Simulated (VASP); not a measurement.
The system is Cs2AgBiBr6.

```xyz
10
Lattice="0.0000 5.6161 5.6161 5.6161 0.0000 5.6161 5.6161 5.6161 0.0000" Properties=species:S:1:pos:R:3 pbc="T T T"
Bi    0.0000    0.0000    0.0000
Cs    8.4242    8.4242    8.4242
Cs    2.8081    2.8081    2.8081
Ag    5.6161    5.6161    5.6161
Br    5.6161    5.6161    8.4180
Br    5.6161    5.6161    2.8142
Br    2.8142    5.6161    5.6161
Br    5.6161    8.4180    5.6161
Br    8.4180    5.6161    5.6161
Br    5.6161    2.8142    5.6161
```

Base run:

| Quantity | Value |
| --- | --- |
| Program | VASP 6.6.1 |
| Functional | LDA |
| Potentials or basis | VASP PAW LDA potentials, release 64 (Bi_d, Cs_sv, Ag, Br) |
| Cutoff | 520 eV |
| k mesh | 4 × 4 × 4 |
| Occupations | fermi-dirac, width 0.05 eV |
| Spin | no spin polarisation |
| Hubbard terms | Ag d U = 2.0 eV |

Its results: band gap on the k mesh 1.28 eV (least direct gap 2.47 eV); pressure -1.4 GPa; largest force 0.322 eV/Å.

Question: The run is repeated on the same cell with these changes: hubbard terms from Ag d U = 2.0 eV to Ag d U = 1.0 eV; further incar settings from ALGO = Normal; EDIFF = 1e-06; NBANDS = 54 to ALGO = Normal; EDIFF = 1e-07; NBANDS = 54. What comes out?

Answer: Band gap on the k mesh 1.20 eV (least direct gap 2.41 eV); pressure -1.4 GPa; largest force 0.330 eV/Å.

Caveats: spin-orbit coupling is left out, which moves the levels of the heavy elements.

A k mesh can miss the band edges.
